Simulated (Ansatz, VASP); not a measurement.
## Two plane-wave programs on TiCo

```
Ti Co
1.0
     2.96991    0.00000    0.00000
     0.00000    2.96991    0.00000
     0.00000    0.00000    2.97813
Ti Co
1 1
Cartesian
  1.4850 1.4850 1.4891
  0.0000 0.0000 0.0000
```

Alike in both runs: functional PBE; k mesh 6 × 6 × 6; occupations gaussian, width 0.1 eV; no spin polarisation.

Ansatz relaxed the structure, and its values are those at the end. VASP's run is a single point on that final structure, the one shown.

|  | VASP | Ansatz |
| --- | --- | --- |
| version | VASP 6.6.1 | Ansatz 0.2.0 |
| potentials or method | VASP PAW PBE potentials, release 64 (Ti_sv, Co), cutoff 520 eV | scalar-relativistic, plane waves, PAW |
| valence electrons in the cell | 21 | 29 |

VASP gave:

| Property | Result |
| --- | --- |
| gap on the k mesh at the Fermi level (eV) | none |
| pressure (GPa) | -0.7 |

**Question.** Which values does Ansatz return?

**Answer.** gap on the k mesh at the Fermi level (eV): none; pressure (GPa): 0.1.

A gap of «none» marks a metal or a gap that the smearing closes. VASP's potentials hold 21 valence electrons a cell and Ansatz's 29, so a difference there can come from the potentials and not from the codes.
